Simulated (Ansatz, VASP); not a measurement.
## Two plane-wave programs on Si5Ge

```
Si Ge
1.0
     4.98591    0.00000    0.00000
    -2.49295    4.31792    0.00000
     0.00000    0.00000    4.31782
Si Ge
5 1
Direct
  0.36881 0.36881 0.00000
  0.00000 0.63119 0.00000
  0.63119 0.00000 0.00000
  0.66667 0.33333 0.50000
  0.33333 0.66667 0.50000
  0.00000 0.00000 0.50000
```

Alike in both runs: functional PBE; k mesh 12 × 12 × 8; occupations gaussian, width 0.1 eV; no spin polarisation.

Ansatz relaxed the structure, and its values are those at the end. VASP's run is a single point on that final structure, the one shown.

```csv
,VASP,Ansatz
version,VASP 6.6.1,Ansatz 0.2.0
potentials or method,"VASP PAW PBE potentials, release 64 (Si, Ge_d), cutoff 520 eV","scalar-relativistic, plane waves, PAW"
valence electrons in the cell,34,34
```

```csv
,VASP,Ansatz,Ansatz less VASP
gap on the k mesh at the Fermi level (eV),none,none,-
pressure (GPa),0.0,0.0,+0.02
```

A gap of «none» marks a metal or a gap that the smearing closes.
